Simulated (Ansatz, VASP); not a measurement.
## Two plane-wave programs on Al

INCAR

```
PREC     = Accurate       # precision mode
ENCUT    = 520            # plane-wave cutoff, eV
EDIFF    = 1E-6           # SCF threshold, eV
ISMEAR   = 1              # smearing method
SIGMA    = 0.1            # smearing width, eV
LREAL    = Auto         
LASPH    = True           # aspherical terms in the spheres
NELM     = 60             # most SCF steps
ALGO     = Normal         # electronic algorithm
ISIF     = 2              # what is computed and relaxed
LWAVE    = False          # write WAVECAR
LCHARG   = False          # write CHGCAR
GGA      = PE             # functional
NBANDS   = 38             # bands
```

The input KPOINTS:

```
Automatic mesh
0
Gamma
  6 6 6
```

File POSCAR:

```
Al
1.0
   -4.0389296000      4.0389296000      4.0389296000
    4.0389296000     -4.0389296000      4.0389296000
    4.0389296000      4.0389296000     -4.0389296000
Al
16
Direct
    0.0000000000      0.0000000000      0.0000000000
    0.0000000000      0.2500000000      0.7500000000
    0.0000000000      0.5000000000      0.5000000000
    0.0000000000      0.7500000000      0.2500000000
    0.2500000000      0.0000000000      0.7500000000
    0.2500000000      0.2500000000      0.5000000000
    0.2500000000      0.5000000000      0.2500000000
    0.2500000000      0.7500000000      0.0000000000
    0.5000000000      0.0000000000      0.5000000000
    0.5000000000      0.2500000000      0.2500000000
    0.5000000000      0.5000000000      0.0000000000
    0.5000000000      0.7500000000      0.7500000000
    0.7500000000      0.0000000000      0.2500000000
    0.7500000000      0.2500000000      0.0000000000
    0.7500000000      0.5000000000      0.7500000000
    0.7500000000      0.7500000000      0.5000000000
```

Input for Ansatz:

```yaml
crystal:
  lattice:
    - [-4.0389296, 4.0389296, 4.0389296]
    - [4.0389296, -4.0389296, 4.0389296]
    - [4.0389296, 4.0389296, -4.0389296]
  atoms:
    - { symbol: Al, position: [0.0, 0.0, 0.0] }
    - { symbol: Al, position: [0.0, 0.25, 0.75] }
    - { symbol: Al, position: [0.0, 0.5, 0.5] }
    - { symbol: Al, position: [0.0, 0.75, 0.25] }
    - { symbol: Al, position: [0.25, 0.0, 0.75] }
    - { symbol: Al, position: [0.25, 0.25, 0.5] }
    - { symbol: Al, position: [0.25, 0.5, 0.25] }
    - { symbol: Al, position: [0.25, 0.75, 0.0] }
    - { symbol: Al, position: [0.5, 0.0, 0.5] }
    - { symbol: Al, position: [0.5, 0.25, 0.25] }
    - { symbol: Al, position: [0.5, 0.5, 0.0] }
    - { symbol: Al, position: [0.5, 0.75, 0.75] }
    - { symbol: Al, position: [0.75, 0.0, 0.25] }
    - { symbol: Al, position: [0.75, 0.25, 0.0] }
    - { symbol: Al, position: [0.75, 0.5, 0.75] }
    - { symbol: Al, position: [0.75, 0.75, 0.5] }
basis:
  ecutwfc: 420
  xc_grid: 2
hamiltonian:
  xc: pbe
  pseudopotentials: { kind: paw, azcp: { folder: soft_1 } }
kpoints:
  mp_grid: { grid: [6, 6, 6] }
scf:
  occupations: { method: methfessel_paxton, width: 0.1 }
  max_iter: 120
output:
  forces: true
  stress: true
```

Alike in both runs: task single point; functional PBE; k mesh 6 × 6 × 6; occupations methfessel-paxton of order 1, width 0.1 eV; no spin polarisation.

|  | VASP | Ansatz |
| --- | --- | --- |
| version | VASP 6.6.1 | Ansatz 0.2.0 |
| potentials or method | VASP PAW PBE potentials, release 64 (Al), cutoff 520 eV | plane-wave PAW DFT |
| valence electrons in the cell | 48 | 48 |

|  | VASP | Ansatz | Ansatz less VASP |
| --- | --- | --- | --- |
| pressure (GPa) | 0.0 | 0.0 | +0.01 |

The functional is the same, so the differences come from potentials, cutoffs and numerics.
